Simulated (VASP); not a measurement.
# Sc2TaF3 (P4/mmm) in VASP: a series of runs

Runs on Sc2TaF3. Level: PBE. Tasks: single point.

Everything below comes from runs of VASP 6.6.1. Logs are shortened: lines on timing, memory, paths and dates and some standing lists are left out, and cuts for length are marked.

## Step 1: The cell of the first run

Symmetry: P4/mmm, No. 123, tetragonal system. Conventional cell: a = 4.417 Å, b = 4.417 Å, c = 5.167 Å, α = 90.00°, β = 90.00°, γ = 90.00°. Sc (site symmetry 4/mmm) has 4 F at 2.21 Å and 2 Ta at 2.58 Å within 2.9 Å. Within 3.4 Å of Sc (site symmetry 4/mmm) lie 10 F at 2.58 to 3.40 Å and 4 Ta at 3.12 Å. Within 3.4 Å of Ta (site symmetry 4/mmm) lie 6 Sc at 2.58 to 3.12 Å and 8 F at 3.40 Å. F (site symmetry mmm) has 2 Sc at 2.21 Å and 2 F at 2.21 Å within 2.9 Å. Within 2.9 Å of F (site symmetry 4/mmm) lie 4 F at 2.21 Å and 2 Sc at 2.58 Å.

The cell was built from a structure type or drawn by symmetry, and may not be a known phase.

## Step 2: Single point, PBE, collinear spin

The input, INCAR:

```
SYSTEM = Sc2TaF3
PREC = Accurate
ENCUT = 520
EDIFF = 1E-6
ISMEAR = 0
SIGMA = 0.1
LREAL = .False.
LASPH = .True.
NELM = 150
ALGO = Normal
ISIF = 2
LWAVE = .False.
LCHARG = .False.
ISPIN = 2
MAGMOM = 0 0 1 0 0 0
LORBIT = 11
LMAXMIX = 4
GGA = PE
NBANDS = 40
```

The input, KPOINTS:

```
regular mesh
0
Gamma
  4 4 4
  0 0 0
```

The input, POSCAR:

```
Sc2TaF3
1.0
    4.4167939816      0.0000000000      0.0000000000
    0.0000000000      4.4167939816      0.0000000000
    0.0000000000      0.0000000000      5.1673398015
Sc Ta F
2 1 3
Direct
    0.5000000000      0.5000000000      0.0000000000
    0.0000000000      0.0000000000      0.5000000000
    0.5000000000      0.5000000000      0.5000000000
    0.5000000000      0.0000000000      0.0000000000
    0.0000000000      0.5000000000      0.0000000000
    0.0000000000      0.0000000000      0.0000000000
```

Potentials or basis: VASP PAW PBE potentials, release 64 (Sc_sv, Ta_pv, F).

Started as:

```sh
$ cat potpaw_PBE.64/Sc_sv/POTCAR potpaw_PBE.64/Ta_pv/POTCAR potpaw_PBE.64/F/POTCAR > POTCAR
$ mpirun -np 1 vasp_std > vasp.out
```

OUTCAR:

```text
SYSTEM = Sc2TaF3
   PREC = Accurate
   ENCUT = 520
   EDIFF = 1E-6
   ISMEAR = 0
   LREAL = .False.
   LASPH = .True.
   NELM = 150
   ISIF = 2
   ISPIN = 2
   LORBIT = 11
   GGA = PE

 ion  position               nearest neighbor table
   1  0.500  0.500  0.000-   4 2.21   5 2.21   4 2.21   5 2.21   3 2.58   3 2.58
   2  0.000  0.000  0.500-   6 2.58   6 2.58   3 3.12   3 3.12   3 3.12   3 3.12
   3  0.500  0.500  0.500-   1 2.58   1 2.58   2 3.12   2 3.12   2 3.12   2 3.12
   4  0.500  0.000  0.000-   1 2.21   1 2.21
   5  0.000  0.500  0.000-   1 2.21   1 2.21
   6  0.000  0.000  0.000-   2 2.58   2 2.58

  LATTYP: Found a simple tetragonal cell.
 ALAT       =     4.4167939816
 C/A-ratio  =     1.1699300042

  Lattice vectors:

 A1 = (   4.4167939816,   0.0000000000,   0.0000000000)
 A2 = (   0.0000000000,   4.4167939816,   0.0000000000)
 A3 = (   0.0000000000,   0.0000000000,   5.1673398015)

Analysis of symmetry for initial positions (statically):
=====================================================================
 Subroutine PRICEL returns:
 Original cell was already a primitive cell.

 Routine SETGRP: Setting up the symmetry group for a
 simple tetragonal supercell.

 Subroutine GETGRP returns: Found 16 space group operations
 (whereof 16 operations were pure point group operations)
 out of a pool of 16 trial point group operations.

The static configuration has the point symmetry D_4h.

Analysis of symmetry for dynamics (positions and initial velocities):
=====================================================================
 Subroutine PRICEL returns:
 Original cell was already a primitive cell.

 Routine SETGRP: Setting up the symmetry group for a
 simple tetragonal supercell.

 Subroutine GETGRP returns: Found 16 space group operations
 (whereof 16 operations were pure point group operations)
 out of a pool of 16 trial point group operations.

The dynamic configuration has the point symmetry D_4h.

Analysis of structural, dynamic, and magnetic symmetry:
=====================================================================
 Subroutine PRICEL returns:
 Original cell was already a primitive cell.

 Routine SETGRP: Setting up the symmetry group for a
 simple tetragonal supercell.

 Subroutine GETGRP returns: Found 16 space group operations
 (whereof 16 operations were pure point group operations)
 out of a pool of 16 trial point group operations.

The overall configuration has the point symmetry D_4h.

 Subroutine INISYM returns: Found 16 space group operations
 (whereof 16 operations are pure point group operations),
 and found     1 'primitive' translations

----------------------------------------------------------------------------------------

                                     Primitive cell

  volume of cell :     100.8048

  direct lattice vectors                    reciprocal lattice vectors
     4.416793982  0.000000000  0.000000000     0.226408568  0.000000000  0.000000000
     0.000000000  4.416793982  0.000000000     0.000000000  0.226408568  0.000000000
     0.000000000  0.000000000  5.167339801     0.000000000  0.000000000  0.193523174

  length of vectors
     4.416793982  4.416793982  5.167339801     0.226408568  0.226408568  0.193523174

  position of ions in fractional coordinates (direct lattice)
     0.500000000  0.500000000  0.000000000
     0.000000000  0.000000000  0.500000000
     0.500000000  0.500000000  0.500000000
     0.500000000  0.000000000  0.000000000
     0.000000000  0.500000000  0.000000000
     0.000000000  0.000000000  0.000000000

  ion indices of the primitive-cell ions
   primitive index   ion index
                 1           1
                 2           2
                 3           3
                 4           4
                 5           5
                 6           6

----------------------------------------------------------------------------------------

 KPOINTS: regular mesh

Automatic generation of k-mesh.
 Grid dimensions read from file:
 generate k-points for:    4    4    4

 Generating k-lattice:

  Cartesian coordinates                     Fractional coordinates (reciprocal lattice)
     0.056602142  0.000000000  0.000000000     0.250000000  0.000000000  0.000000000
     0.000000000  0.056602142  0.000000000     0.000000000  0.250000000  0.000000000
     0.000000000  0.000000000  0.048380794     0.000000000  0.000000000  0.250000000

  Length of vectors
     0.056602142  0.056602142  0.048380794

  Shift w.r.t. Gamma in fractional coordinates (k-lattice)
     0.000000000  0.000000000  0.000000000

 Subroutine IBZKPT returns following result:
 ===========================================

 Found     18 irreducible k-points:

 Following reciprocal coordinates:
            Coordinates               Weight
  0.000000  0.000000  0.000000      1.000000
  0.250000  0.000000  0.000000      4.000000
  0.500000  0.000000  0.000000      2.000000
  0.250000  0.250000  0.000000      4.000000
  0.500000  0.250000  0.000000      4.000000
  0.500000  0.500000  0.000000      1.000000
[... 10 lines left out ...]
  0.500000  0.250000  0.500000      4.000000
  0.500000  0.500000  0.500000      1.000000
   k-points           NKPTS =     18   k-points in BZ     NKDIM =     18   number of bands    NBANDS=     40
   number of dos      NEDOS =    301   number of ions     NIONS =      6
   total plane-waves  NPLWV =  51840
   dimension x,y,z NGX =    36 NGY =   36 NGZ =   40
   dimension x,y,z NGXF=    72 NGYF=   72 NGZF=   80
   ions per type =               2   1   3
   NGX,Y,Z   is equivalent  to a cutoff of  13.55, 13.55, 12.87 a.u.
   NGXF,Y,Z  is equivalent  to a cutoff of  27.10, 27.10, 25.74 a.u.
 SYSTEM =  Sc2TaF3
   PREC   = accura    normal or accurate (medium, high low for compatibility)
   ISTART =      0    job   : 0-new  1-cont  2-samecut
   ICHARG =      2    charge: 1-file 2-atom 10-const
   ISPIN  =      2    spin polarized calculation?
   LNONCOLLINEAR =      F non collinear calculations
   LSORBIT =      F    spin-orbit coupling
   LASPH  =      T    aspherical Exc in radial PAW
   ENCUT  =  520.0 eV  38.22 Ry    6.18 a.u.   8.21  8.21  9.61*2*pi/ulx,y,z
   NELM   =    150;   NELMIN=  2; NELMDL= -5     # of ELM steps
   EDIFF  = 0.1E-05   stopping-criterion for ELM
   LREAL  =      F    real-space projection
   EDIFFG = 0.1E-04   stopping-criterion for IOM
   NSW    =      0    number of steps for IOM
   IBRION =     -1    ionic relax: 0-MD 1-quasi-New 2-CG
   NFREE  =      0    steps in history (QN), initial steepest desc. (CG)
   ISIF   =      2    stress and relaxation
   ISYM   =      2    0-nonsym 1-usesym 2-fastsym
   POTIM  = 0.5000    time-step for ionic-motion
   TEBEG  =    0.0;   TEEND  =   0.0 temperature during run
   PSTRESS=    0.0 pullay stress
   NELECT =      54.0000    total number of electrons
   NUPDOWN=      -1.0000    fix difference up-down
   EMIN   =  10.00;   EMAX   =-10.00  energy-range for DOS
   EFERMI =   0.00;   METHOD = LEGACY
   ISMEAR =     0;   SIGMA  =   0.10  broadening in eV -4-tet -1-fermi 0-gaus
   EFERMI_NEDOS =   21; number of points for ismear=-14 and -15
   IALGO  =     38    algorithm
   IMIX   =      4    mixing-type and parameters
     AMIX     =   0.40;   BMIX     =  1.00
     AMIX_MAG =   1.60;   BMIX_MAG =  1.00
  volume/ion in A,a.u.               =      16.80       113.38
  Fermi-wavevector in a.u.,A,eV,Ry     =   1.329573  2.512529 24.051909  1.767765
  Thomas-Fermi vector in A             =   2.458726
   LORBIT       =     11    0 simple, 1 ext, 2 COOP (PROOUT), +10 PAW based schemes
   GGA     = PE    functional components
   LHFCALC =     F    Hartree Fock is set to
   AEXX    =    0.0000 exact exchange contribution
   IVDW    =     0    specifies the selected vdW correction
   LEPSILON=     F    determine dielectric tensor
   LRPA    =     F    only Hartree local field effects (RPA)
 spin polarized calculation
 Gauss-broadening in eV      SIGMA  =   0.10
  energy-cutoff  :      520.00
  volume of cell :      100.80
 maximum number of plane-waves:      2744
 NGX is ok and might be reduce to    36
   NGX = 17   NGY = 17   NGZ = 19

 number of electron      53.9999986 magnetization       2.4040167

 Free energy of the ion-electron system (eV)
  ---------------------------------------------------
  ext. energy  EPLUGINS =         0.00000000
  ---------------------------------------------------
  free energy    TOTEN  =       -35.42681650 eV

  energy without entropy =      -35.41058492  energy(sigma->0) =      -35.41870071

 E-fermi :   2.7102     XC(G=0): -10.0892

 val. band max:        2.6537070939   @ k =   0.2500   0.2500   0.5000
 cond. band min:       2.7166022870   @ k =   0.2500   0.2500   0.2500
 fundamental gap:      0.0628951931
 Fermi energy:         2.7101790831

 spin component 1

 k-point     1 :       0.0000    0.0000    0.0000
  band No.  band energies     occupation
      1     -47.4111      1.00000
      2     -46.6920      1.00000
      3     -32.0224      1.00000
      4     -31.8322      1.00000
      5     -31.8322      1.00000
      6     -26.0202      1.00000
[... 31 lines left out ...]
     38       7.0070      0.00000
     39       7.0094      0.00000

 k-point     2 :       0.2500    0.0000    0.0000
  band No.  band energies     occupation
      1     -47.4110      1.00000
      2     -46.6915      1.00000
      3     -32.0221      1.00000
      4     -31.8338      1.00000
      5     -31.8311      1.00000
      6     -26.0200      1.00000
[... 661 lines left out ...]
     38       6.0912      0.00000
     39       6.7196      0.00000

 k-point    18 :       0.5000    0.5000    0.5000
  band No.  band energies     occupation
      1     -47.4106      1.00000
      2     -46.6940      1.00000
      3     -31.9374      1.00000
      4     -31.8380      1.00000
      5     -31.8380      1.00000
      6     -26.0270      1.00000
[... 31 lines left out ...]
     38       6.2146      0.00000
     39       6.2315      0.00000
 Fermi energy:         2.7101790831

 spin component 2

 k-point     1 :       0.0000    0.0000    0.0000
  band No.  band energies     occupation
      1     -47.3122      1.00000
      2     -46.5282      1.00000
      3     -31.2420      1.00000
      4     -31.1234      1.00000
      5     -31.1234      1.00000
      6     -25.9479      1.00000
[... 31 lines left out ...]
     38       7.7772      0.00000
     39       7.8001      0.00000

 k-point     2 :       0.2500    0.0000    0.0000
  band No.  band energies     occupation
      1     -47.3122      1.00000
      2     -46.5277      1.00000
      3     -31.2416      1.00000
      4     -31.1250      1.00000
      5     -31.1221      1.00000
      6     -25.9478      1.00000
[... 661 lines left out ...]
     38       6.2308      0.00000
     39       6.8825      0.00000

 k-point    18 :       0.5000    0.5000    0.5000
  band No.  band energies     occupation
      1     -47.3117      1.00000
      2     -46.5299      1.00000
      3     -31.1500      1.00000
      4     -31.1295      1.00000
      5     -31.1295      1.00000
      6     -25.9549      1.00000
[... 31 lines left out ...]
     38       6.4206      0.00000
     39       6.4206      0.00000
 [bands above 39 left out]

------------------------ aborting loop because EDIFF is reached ----------------------------------------

  FORCE on cell =-STRESS in cart. coord.  units (eV):
  Direction    XX          YY          ZZ          XY          YZ          ZX
  --------------------------------------------------------------------------------------
  -------------------------------------------------------------------------------------
  Total       -0.0899240     -0.0899240     -0.0603284      0.0000000      0.0000000     -0.0000000
  in kB       -1.4292388     -1.4292388     -0.9588516      0.0000000      0.0000000     -0.0000000
  external PRESSURE =      -1.2724431 kB  Pullay stress =       0.0000000 kB

 VOLUME and BASIS-vectors are now :
 -----------------------------------------------------------------------------
  energy-cutoff  :      520.00
  volume of cell :      100.80
      direct lattice vectors                 reciprocal lattice vectors
     4.416793982  0.000000000  0.000000000     0.226408568  0.000000000  0.000000000
     0.000000000  4.416793982  0.000000000     0.000000000  0.226408568  0.000000000
     0.000000000  0.000000000  5.167339801     0.000000000  0.000000000  0.193523174

 POSITION                                       TOTAL-FORCE (eV/Angst)
 -----------------------------------------------------------------------------------
      2.20840      2.20840      0.00000         0.000000      0.000000      0.000000
      0.00000      0.00000      2.58367         0.000000      0.000000      0.000000
      2.20840      2.20840      2.58367         0.000000      0.000000      0.000000
      2.20840      0.00000      0.00000         0.000000      0.000000      0.000000
      0.00000      2.20840      0.00000         0.000000      0.000000      0.000000
      0.00000      0.00000      0.00000         0.000000      0.000000      0.000000
 -----------------------------------------------------------------------------------
    total drift:                                0.000000      0.000000     -0.000000

  FREE ENERGIE OF THE ION-ELECTRON SYSTEM (eV)
  ---------------------------------------------------
  free  energy   TOTEN  =       -35.4268165028 eV

  energy  without entropy=      -35.4105849192  energy(sigma->0) =      -35.41870071

 total charge

# of ion       s       p       d       tot
------------------------------------------
    1        2.211   6.106   1.148   9.465
    2        2.222   6.032   0.917   9.171
    3        0.441   5.966   2.475   8.882
    4        1.746   4.326   0.000   6.072
    5        1.746   4.326   0.000   6.072
    6        1.747   4.310   0.000   6.057
--------------------------------------------------
tot         10.113  31.065   4.539  45.718

 magnetization (x)

# of ion       s       p       d       tot
------------------------------------------
    1        0.002   0.013   0.204   0.220
    2       -0.006   0.018   0.115   0.127
    3        0.027   0.007   1.161   1.196
    4        0.002   0.053   0.000   0.054
    5        0.002   0.053   0.000   0.054
    6        0.000   0.024   0.000   0.024
--------------------------------------------------
tot          0.027   0.168   1.481   1.675
```

It took 2.9 min on 1 thread of Intel Xeon Platinum 8375C at 2.90GHz (Ice Lake), shared host; peak memory 0.32 GiB.

Results:

* Free energy: -35.4268 eV
* Pressure: -0.1 GPa
* Net moment: 2.40 μB per cell
* Site moments: Sc +0.22, +0.13; Ta +1.20; F +0.05, +0.02 (each value once) μB
* Valence electrons inside the program's atomic spheres: Sc 9.46, 9.17; Ta 8.88; F 6.07, 6.06 (each value once)

Levels at points of the mesh, in eV from the Fermi level:
Spin up:
```tsv
k point	band 26	band 27	band 28	band 29	band 30	band 31
(0.00, 0.00, 0.00)	-1.23	-1.06	-0.29	-0.29	2.16	2.16
(0.50, 0.00, 0.00)	-0.81	-0.45	-0.32	0.07	0.92	1.23
(0.50, 0.50, 0.00)	-0.97	-0.60	-0.60	1.18	1.18	1.57
(0.00, 0.00, 0.50)	-0.32	0.13	0.13	0.56	0.66	1.24
(0.50, 0.00, 0.50)	-0.25	0.04	0.38	0.41	0.47	0.66
(0.50, 0.50, 0.50)	-0.47	-0.47	0.45	1.27	1.27	1.31
```
Spin down:
```
           k point  band 23  band 24  band 25  band 26  band 27  band 28  band 29  band 30
(0.00, 0.00, 0.00)    -1.44    -1.02    -0.33    -0.23    -0.23    -0.20    -0.20     2.37
(0.50, 0.00, 0.00)    -1.85    -0.75    -0.50    -0.26     0.10     0.60     1.05     1.26
(0.50, 0.50, 0.00)    -2.20    -2.07    -0.51    -0.44     0.34     0.34     1.61     1.61
(0.00, 0.00, 0.50)    -0.60    -0.26    -0.25    -0.25     1.21     1.25     1.25     1.29
(0.50, 0.00, 0.50)    -0.82    -0.29     0.03     0.92     0.96     1.04     1.09     1.15
(0.50, 0.50, 0.50)    -2.30    -1.05    -0.48     0.53     0.53     1.13     1.72     1.75
```

Caveat: spin-orbit coupling is left out, which moves the levels of the heavy elements.

[end of part 1 of 2]
